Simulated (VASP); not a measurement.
A run of VASP 6.6.1:

The input INCAR:

```
SYSTEM = Mn3SnN
PREC = Accurate
ENCUT = 520
EDIFF = 1E-7
ISMEAR = 0
SIGMA = 0.1
LREAL = .FALSE.
LASPH = .TRUE.
NELM = 150
ALGO = Normal
ISIF = 2
LWAVE = .FALSE.
LCHARG = .FALSE.
ISPIN = 2
MAGMOM = 0.83 0.83 0.83 0 0
LORBIT = 11
LMAXMIX = 4
GGA = PS
NBANDS = 41
```

Contents of KPOINTS:

```
Automatic mesh
0
G
  10 10 10
  0 0 0
```

POSCAR

```
Mn3SnN
1.0
    3.7781169218      0.0000000000      0.0000000000
    0.0000000000      3.7781169218      0.0000000000
    0.0000000000      0.0000000000      3.7781169218
Mn Sn N
3 1 1
Direct
    0.0000000000      0.5000000000      0.5000000000
    0.5000000000      0.0000000000      0.5000000000
    0.5000000000      0.5000000000      0.0000000000
    0.0000000000      0.0000000000      0.0000000000
    0.5000000000      0.5000000000      0.5000000000
```

Potentials or basis: VASP PAW PBE potentials, release 64 (Mn_pv, Sn_d, N).

Command:

```bash
$ cat potpaw_PBE.64/Mn_pv/POTCAR potpaw_PBE.64/Sn_d/POTCAR potpaw_PBE.64/N/POTCAR > POTCAR
$ mpirun -np 1 vasp_std > vasp.out
```

Hardware: 1 thread of Intel(R) Xeon(R) Platinum 8488C (Sapphire Rapids), on a shared host.

Estimate the wall time of this run.

It took 2.6 min on 1 thread of Intel(R) Xeon(R) Platinum 8488C (Sapphire Rapids), with other jobs on the host, peak memory 0.3 GiB. Counts: scf iterations 16, k points 56.
